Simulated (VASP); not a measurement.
Wanted: the native input for a VASP 6.6.1 run.

* Task: single point
* Functional: LDA
* Potentials or basis: VASP PAW LDA potentials, release 64 (Li_sv)
* Cutoff: 520 eV
* k mesh: 9 × 9 × 9
* Occupations: fermi-dirac, width 0.05 eV
* Spin: no spin polarisation
* Dipole correction: no
* Further INCAR settings: ALGO = Normal; EDIFF = 1e-06; NBANDS = 8

The structure of Li lies in POSCAR:

```
Li
1.0
   -1.7546500000      1.7546500000      1.7546500000
    1.7546500000     -1.7546500000      1.7546500000
    1.7546500000      1.7546500000     -1.7546500000
Li
1
Direct
    0.0000000000      0.0000000000      0.0000000000
```

These files were run (other wordings do the same):

INCAR

```
ALGO = Normal ; EDIFF = 1E-6
ENCUT = 520 ; ISIF = 2
ISMEAR = -1 ; LASPH = True
LCHARG = False ; LREAL = False
LWAVE = False ; NBANDS = 8
NELM = 80 ; PREC = Accurate
SIGMA = 0.05
```

KPOINTS

```
k-points
0
Gamma
  9 9 9
```

Potentials or basis: VASP PAW LDA potentials, release 64 (Li_sv).

Launch:

```bash
$ cat potpaw_LDA.64/Li_sv/POTCAR > POTCAR
$ mpirun -np 1 vasp_std > vasp.out
```

Run time: 2.3 s on 1 thread of Intel(R) Xeon(R) 6975P-C (Granite Rapids), with other jobs on the host, peak memory 0.11 GiB.
